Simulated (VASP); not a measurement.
A run of VASP 6.6.1 is set up as follows.

File INCAR:

```
SYSTEM = Ca2Ge2N
ALGO     = Normal         ! electronic algorithm
EDIFF    = 1E-6           ! SCF threshold, eV
ENCUT    = 520            ! plane-wave cutoff, eV
GGA      = PE             ! functional
ISIF     = 2              ! what is computed and relaxed
ISMEAR   = 0              ! smearing method
LASPH    = .TRUE.         ! aspherical terms in the spheres
LCHARG   = .FALSE.        ! write CHGCAR
LREAL    = .FALSE.        ! projectors in reciprocal space
LWAVE    = .FALSE.        ! write WAVECAR
NBANDS   = 34             ! bands
NELM     = 100            ! most SCF steps
PREC     = Accurate       ! precision mode
SIGMA    = 0.1            ! smearing width, eV
```

Contents of KPOINTS:

```
k-points
0
G
  12 12 6
  0 0 0
```

The input POSCAR:

```
Ca2Ge2N
1.0
    3.7982905281      0.0000000000      0.0000000000
   -1.8991452641      3.2894160882      0.0000000000
    0.0000000000      0.0000000000      8.2732598429
Ca Ge N
2 2 1
Direct
    0.3333333333      0.6666666667      0.6460856973
    0.6666666667      0.3333333333      0.3539143027
    0.6666666667      0.3333333333      0.9319303624
    0.3333333333      0.6666666667      0.0680696376
    0.0000000000      0.0000000000      0.5000000000
```

Potentials or basis: VASP PAW PBE potentials, release 64 (Ca_sv, Ge_d, N).

Run with:

```sh
$ cat potpaw_PBE.64/Ca_sv/POTCAR potpaw_PBE.64/Ge_d/POTCAR potpaw_PBE.64/N/POTCAR > POTCAR
$ mpirun -np 1 vasp_std > vasp.out
```

Question: Predict the largest force.

Answer: 0.022 eV/Å.

Question: Estimate the band gap on the k mesh.

Answer: Zero (an odd number of electrons rules out a gap without spin polarisation).

Question: Predict the pressure.

Answer: 0.1 GPa.

Forces in eV/Å, atoms in the order of the input:
```
Ca   0.000  0.000  0.022
Ca   0.000  0.000 -0.022
Ge   0.000  0.000  0.008
Ge   0.000  0.000 -0.008
N    0.000  0.000  0.000
```
